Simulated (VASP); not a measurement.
## ZrB2: single point with LDA

ZrB2:

```
Zr B
1.0
     3.13254    0.00000    0.00000
    -1.56627    2.71286    0.00000
     0.00000    0.00000    3.48890
Zr B
1 2
Direct
  0.00000 0.00000 0.00000
  0.33333 0.66667 0.50000
  0.66667 0.33333 0.50000
```

```json
{
 "Program": "VASP 6.6.1",
 "Task": "single point",
 "Functional": "LDA",
 "Potentials or basis": "VASP PAW LDA potentials, release 64 (Zr_sv, B)",
 "Cutoff": "520 eV",
 "k mesh": "18 × 18 × 12",
 "Occupations": "gaussian, width 0.15 eV",
 "Spin": "no spin polarisation"
}
```

```
Pressure               : 0.5 GPa
Band gap on the k mesh : zero (bands 9 and 10 overlap by 1.30 eV)
```

Levels at points of the mesh, in eV from the Fermi level:
```csv
k point,band 7,band 8,band 9,band 10,band 11,band 12
"(0.00, 0.00, 0.00)",-2.74,-2.71,-2.30,3.51,3.51,4.30
"(0.50, 0.00, 0.00)",-4.04,-3.11,-2.82,2.28,2.36,5.11
"(0.00, 0.00, 0.50)",-1.01,-1.01,0.29,0.29,0.76,0.76
"(0.50, 0.00, 0.50)",-4.76,-4.27,-1.89,3.87,4.33,5.51
```

Run time: 55 s on 1 thread of AMD EPYC 9R45 96-Core Processor (Zen 5) (shared host), peak memory 0.19 GiB.
